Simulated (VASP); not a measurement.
**TiTe (rocksalt type): single point with LDA**

Crystal: TiTe (rocksalt type).

```xyz
2
Lattice="0.0000 2.2162 2.2162 2.2162 0.0000 2.2162 2.2162 2.2162 0.0000" Properties=species:S:1:pos:R:3 pbc="T T T"
Ti    0.0000    0.0000    0.0000
Te    2.2162    2.2162    2.2162
```

This cell differs from its parent crystal: volume scaled by 0.52.

| Property | Result |
| --- | --- |
| Program | VASP 6.6.1 |
| Task | single point |
| Functional | LDA |
| Potentials or basis | VASP PAW LDA potentials, release 64 (Ti_sv, Te) |
| Cutoff | 520 eV |
| k mesh | 12 × 12 × 12 |
| Occupations | fermi-dirac, width 0.05 eV |
| Spin | no spin polarisation |
| Dipole correction | no |
| Further INCAR settings | ALGO = Normal; EDIFF = 1e-06; NBANDS = 16 |

```yaml
Pressure: 246.3 GPa
Band_gap_on_the_k_mesh: zero (band 9 reaches 21.81 eV, above the bottom of band 10 at 19.74 eV)
```

Levels at points of the mesh, in eV from the Fermi level:
```
           k point  band 5  band 6  band 7  band 8  band 9  band 10  band 11  band 12  band 13  band 14
(0.00, 0.00, 0.00)  -18.28   -2.24   -2.24   -2.24   -0.58    -0.58     1.91     1.91     1.91     5.12
(0.50, 0.00, 0.00)  -12.82  -11.02   -6.11   -6.11    0.53     0.53     2.15     4.27     8.06     8.06
(0.50, 0.50, 0.00)  -14.58   -8.07   -5.40   -2.56   -2.56     0.78     1.89     1.89     4.18     9.27
```

Wall time 18 s on 1 thread of Intel(R) Xeon(R) Platinum 8488C (Sapphire Rapids), with other jobs on the host, peak memory 0.15 GiB.

Caveat: spin-orbit coupling is left out, which moves the levels of the heavy elements.
